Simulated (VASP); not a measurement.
# InSb (Cmcm) in VASP: single point with PBE

Aim: the single point of InSb with PBE.

Program: VASP 6.6.1. These are calculated values, not measurements. Logs are shortened: lines on timing, memory, paths and dates and some standing lists are left out, and cuts for length are marked.

## 1. The cell of the first run

Symmetry: Cmcm, No. 63, orthorhombic system. The conventional cell has a = 6.102 Å, b = 6.254 Å, c = 18.445 Å, α = 90.00°, β = 90.00°, γ = 90.00°. Within 4.0 Å of In (site symmetry m2m) lie 6 Sb at 3.05 to 3.34 Å and 2 In at 3.70 Å. Within 4.0 Å of In (site symmetry m) lie 6 Sb at 3.05 to 3.82 Å and 2 In at 3.47 to 3.70 Å. Within 4.0 Å of Sb (site symmetry m2m) lie 6 In at 3.05 to 3.15 Å and 2 Sb at 3.95 Å. Sb (site symmetry m) has 2 Sb at 2.91 to 3.95 Å and 6 In at 3.06 to 3.82 Å within 4.0 Å.

## 2. Single point, PBE

Input file INCAR:

```
SYSTEM = InSb
ALGO = Normal
EDIFF = 1E-6
ENCUT = 520
GGA = PE
ISIF = 2
ISMEAR = 0
LASPH = .True.
LCHARG = .False.
LREAL = .False.
LWAVE = .False.
NBANDS = 66
NELM = 80
PREC = Accurate
SIGMA = 0.1
```

Input file KPOINTS:

```
k-points
0
Gamma
  8 8 2
  0 0 0
```

Input file POSCAR:

```
InSb
1.0
    3.0509628979     -3.1268679901      0.0000000000
    3.0509628979      3.1268679901      0.0000000000
    0.0000000000      0.0000000000     18.4449257244
In Sb
6 6
Direct
    0.0695535409      0.9304464591      0.2500000000
    0.9304464591      0.0695535409      0.7500000000
    0.4307944855      0.5692055145      0.4089929568
    0.5692055145      0.4307944855      0.9089929568
    0.5692055145      0.4307944855      0.5910070432
    0.4307944855      0.5692055145      0.0910070432
    0.5662755255      0.4337244745      0.2500000000
    0.4337244745      0.5662755255      0.7500000000
    0.9318662986      0.0681337014      0.4246857344
    0.0681337014      0.9318662986      0.9246857344
    0.0681337014      0.9318662986      0.5753142656
    0.9318662986      0.0681337014      0.0753142656
```

Potentials or basis: VASP PAW PBE potentials, release 64 (In_d, Sb).

Started as:

```bash
cat potpaw_PBE.64/In_d/POTCAR potpaw_PBE.64/Sb/POTCAR > POTCAR
mpirun -np 1 vasp_std > vasp.out
```

OUTCAR:

```text
SYSTEM = InSb
   EDIFF = 1E-6
   ENCUT = 520
   GGA = PE
   ISIF = 2
   ISMEAR = 0
   LASPH = .True.
   LREAL = .False.
   NELM = 80
   PREC = Accurate

 ion  position               nearest neighbor table
   1  0.070  0.930  0.250-   7 3.05   7 3.05   7 3.11   7 3.15   9 3.34  12 3.34   6 3.70   3 3.70

   2  0.930  0.070  0.750-   8 3.05   8 3.05   8 3.11   8 3.15  11 3.34  10 3.34   4 3.70   5 3.70

   3  0.431  0.569  0.409-   7 3.05   9 3.06   9 3.06   9 3.13   9 3.15   5 3.47   1 3.70  11 3.82

   4  0.569  0.431  0.909-   8 3.05  10 3.06  10 3.06  10 3.13  10 3.15   6 3.47   2 3.70  12 3.82

   5  0.569  0.431  0.591-   8 3.05  11 3.06  11 3.06  11 3.13  11 3.15   3 3.47   2 3.70   9 3.82

   6  0.431  0.569  0.091-   7 3.05  12 3.06  12 3.06  12 3.13  12 3.15   4 3.47   1 3.70  10 3.82

   7  0.566  0.434  0.250-   1 3.05   1 3.05   6 3.05   3 3.05   1 3.11   1 3.15
   8  0.434  0.566  0.750-   2 3.05   2 3.05   5 3.05   4 3.05   2 3.11   2 3.15
   9  0.932  0.068  0.425-  11 2.91   3 3.06   3 3.06   3 3.13   3 3.15   1 3.34   5 3.82
  10  0.068  0.932  0.925-  12 2.91   4 3.06   4 3.06   4 3.13   4 3.15   2 3.34   6 3.82
  11  0.068  0.932  0.575-   9 2.91   5 3.06   5 3.06   5 3.13   5 3.15   2 3.34   3 3.82
  12  0.932  0.068  0.075-  10 2.91   6 3.06   6 3.06   6 3.13   6 3.15   1 3.34   4 3.82

  LATTYP: Found a base centered orthorhombic cell.
 ALAT       =     6.1019257958
 B/A-ratio  =     1.0248790611
 C/A-ratio  =     3.0228040035

  Lattice vectors:

 A1 = (   3.0509628979,  -3.1268679901,   0.0000000000)
 A2 = (   3.0509628979,   3.1268679901,   0.0000000000)
 A3 = (   0.0000000000,   0.0000000000,  18.4449257244)

Analysis of symmetry for initial positions (statically):
=====================================================================
 Subroutine PRICEL returns:
 Original cell was already a primitive cell.

 Routine SETGRP: Setting up the symmetry group for a
 base centered orthorhombic supercell.

 Subroutine GETGRP returns: Found  8 space group operations
 (whereof  4 operations were pure point group operations)
 out of a pool of  8 trial point group operations.

The static configuration has the point symmetry C_2h.
 The point group associated with its full space group is D_2h.

Analysis of symmetry for dynamics (positions and initial velocities):
=====================================================================
 Subroutine PRICEL returns:
 Original cell was already a primitive cell.

 Routine SETGRP: Setting up the symmetry group for a
 base centered orthorhombic supercell.
[... 138 lines left out ...]
   NUPDOWN=      -1.0000    fix difference up-down
   EMIN   =  10.00;   EMAX   =-10.00  energy-range for DOS
   EFERMI =   0.00;   METHOD = LEGACY
   ISMEAR =     0;   SIGMA  =   0.10  broadening in eV -4-tet -1-fermi 0-gaus
   EFERMI_NEDOS =   21; number of points for ismear=-14 and -15
   IALGO  =     38    algorithm
   IMIX   =      4    mixing-type and parameters
     AMIX     =   0.40;   BMIX     =  1.00
     AMIX_MAG =   1.60;   BMIX_MAG =  1.00
  volume/ion in A,a.u.               =      29.33       197.91
  Fermi-wavevector in a.u.,A,eV,Ry     =   1.104244  2.086718 16.590322  1.219354
  Thomas-Fermi vector in A             =   2.240714
   LORBIT       =      0    0 simple, 1 ext, 2 COOP (PROOUT), +10 PAW based schemes
   GGA     = PE    functional components
   LHFCALC =     F    Hartree Fock is set to
   AEXX    =    0.0000 exact exchange contribution
   IVDW    =     0    specifies the selected vdW correction
   LEPSILON=     F    determine dielectric tensor
   LRPA    =     F    only Hartree local field effects (RPA)
 non-spin polarized calculation
 Gauss-broadening in eV      SIGMA  =   0.10
  energy-cutoff  :      520.00
  volume of cell :      351.93
 maximum number of plane-waves:      9536
   NGX = 17   NGY = 17   NGZ = 69

 number of electron     108.0000048 magnetization

 Free energy of the ion-electron system (eV)
  ---------------------------------------------------
  ext. energy  EPLUGINS =         0.00000000
  ---------------------------------------------------
  free energy    TOTEN  =       -40.31184089 eV

  energy without entropy =      -40.28571769  energy(sigma->0) =      -40.29877929

 E-fermi :   6.6833     XC(G=0):  -9.6715

 val. band max:        6.6760782422   @ k =   0.0000   0.0000   0.0000
 cond. band min:       6.6879020885   @ k =   0.5000   0.1250   0.0000
 fundamental gap:      0.0118238463
 Fermi energy:         6.6832579764

 k-point     1 :       0.0000    0.0000    0.0000
  band No.  band energies     occupation
      1      -7.9593      2.00000
      2      -7.9447      2.00000
      3      -7.9396      2.00000
      4      -7.9016      2.00000
      5      -7.8752      2.00000
      6      -7.8654      2.00000
[... 1645 lines left out ...]
     65      10.4663      0.00000
     66      10.4721      0.00000

 [... further k-points ...]

------------------------ aborting loop because EDIFF is reached ----------------------------------------

  FORCE on cell =-STRESS in cart. coord.  units (eV):
  Direction    XX          YY          ZZ          XY          YZ          ZX
  --------------------------------------------------------------------------------------
  -------------------------------------------------------------------------------------
  Total       -0.0660698      0.0009455      0.0767142      0.0000000      0.0000000      0.0000000
  in kB       -0.3007879      0.0043046      0.3492474      0.0000000      0.0000000      0.0000000
  external PRESSURE =       0.0175880 kB  Pullay stress =       0.0000000 kB

 VOLUME and BASIS-vectors are now :
 -----------------------------------------------------------------------------
  energy-cutoff  :      520.00
  volume of cell :      351.93
      direct lattice vectors                 reciprocal lattice vectors
     3.050962898 -3.126867990  0.000000000     0.163882688 -0.159904416  0.000000000
     3.050962898  3.126867990  0.000000000     0.163882688  0.159904416  0.000000000
     0.000000000  0.000000000 18.444925724     0.000000000  0.000000000  0.054215453

 POSITION                                       TOTAL-FORCE (eV/Angst)
 -----------------------------------------------------------------------------------
      3.05096      2.69190      4.61123         0.000000      0.002763      0.000000
      3.05096     -2.69190     13.83369         0.000000     -0.002763      0.000000
      3.05096      0.43279      7.54384         0.000000      0.001426      0.006258
      3.05096     -0.43279     16.76631         0.000000     -0.001426      0.006258
      3.05096     -0.43279     10.90108         0.000000     -0.001426     -0.006258
      3.05096      0.43279      1.67862         0.000000      0.001426     -0.006258
      3.05096     -0.41447      4.61123         0.000000     -0.009893      0.000000
      3.05096      0.41447     13.83369         0.000000      0.009893      0.000000
      3.05096     -2.70078      7.83330         0.000000      0.006069     -0.012277
      3.05096      2.70078     17.05576         0.000000     -0.006069     -0.012277
      3.05096      2.70078     10.61163         0.000000     -0.006069      0.012277
      3.05096     -2.70078      1.38917         0.000000      0.006069      0.012277
 -----------------------------------------------------------------------------------
    total drift:                               -0.000000      0.000000      0.000000

  FREE ENERGIE OF THE ION-ELECTRON SYSTEM (eV)
  ---------------------------------------------------
  free  energy   TOTEN  =       -40.3118408907 eV

  energy  without entropy=      -40.2857176862  energy(sigma->0) =      -40.29877929
```

Run time: 19 min. Hardware: 1 thread of Intel Xeon Platinum 8259CL at 2.50GHz (Skylake/Cascade Lake), shared host; peak memory 0.84 GiB.

Results:

```
Free energy            : -40.3118 eV
Pressure               : 0.0 GPa
Largest force          : 0.014 eV/Å
Band gap on the k mesh : zero (bands 54 and 55 overlap by 3.14 eV)
```

Forces on the atoms (eV/Å):
```
In   0.000  0.003  0.000
In   0.000 -0.003  0.000
In   0.000  0.001  0.006
In   0.000 -0.001  0.006
In   0.000 -0.001 -0.006
In   0.000  0.001 -0.006
Sb   0.000 -0.010  0.000
Sb   0.000  0.010  0.000
Sb   0.000  0.006 -0.012
Sb   0.000 -0.006 -0.012
Sb   0.000 -0.006  0.012
Sb   0.000  0.006  0.012
```

Caveat: spin-orbit coupling is left out, which moves the levels of the heavy elements.
